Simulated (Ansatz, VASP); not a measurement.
Two plane-wave programs on Mg

INCAR

```
PREC = Accurate ; ENCUT = 520
EDIFF = 1E-7 ; ISMEAR = 0
SIGMA = 0.1 ; LREAL = F
LASPH = T ; NELM = 100
ALGO = Normal ; ISIF = 2
LWAVE = F ; LCHARG = F
GGA = PE ; NBANDS = 9
```

The input KPOINTS:

```
regular mesh
0
Gamma
  12 12 12
```

POSCAR

```
Mg
1.0
    3.6711586697      0.0000000000      0.0000000000
    0.0000000000      3.6711586697      0.0000000000
    0.0000000000      0.0000000000      3.5121234159
Mg
2
Direct
    0.0000000000      0.0000000000      0.0000000000
    0.5000000000      0.5000000000      0.5000000000
```

Input for Ansatz:

```yaml
crystal:
  lattice:
    - [3.6711586697, 0.0, 0.0]
    - [0.0, 3.6711586697, 0.0]
    - [0.0, 0.0, 3.5121234159]
  atoms:
    - { symbol: Mg, position: [0.0, 0.0, 0.0] }
    - { symbol: Mg, position: [0.5, 0.5, 0.5] }
basis:
  ecutwfc: 420
kpoints:
  mp_grid: { grid: [12, 12, 12] }
hamiltonian:
  xc: pbe
scf:
  occupations: { method: gaussian, width: 0.1 }
output:
  forces: true
  stress: true
  eigenvalues: true
```

Change from the starting cell: strain along c alone, the other axes held, atoms relaxed: +3.0 %.

Alike in both runs: task single point; functional PBE; k mesh 12 × 12 × 12; occupations gaussian, width 0.1 eV; no spin polarisation.

|  | VASP | Ansatz |
| --- | --- | --- |
| version | VASP 6.6.1 | Ansatz 0.2.0 |
| potentials or method | VASP PAW PBE potentials, release 64 (Mg), cutoff 520 eV | scalar-relativistic, plane waves, PAW |
| valence electrons in the cell | 4 | 20 |

|  | VASP | Ansatz | Ansatz less VASP |
| --- | --- | --- | --- |
| gap on the k mesh at the Fermi level (eV) | none | none | - |
| pressure (GPa) | -1.2 | -1.1 | +0.12 |
| traceless stress, the component that is largest in VASP (GPa) | -0.47 | -0.46 | +0.003 |

A gap of «none» marks a metal or a gap that the smearing closes. VASP's potentials hold 4 valence electrons a cell and Ansatz's 20, so a difference there can come from the potentials and not from the codes.
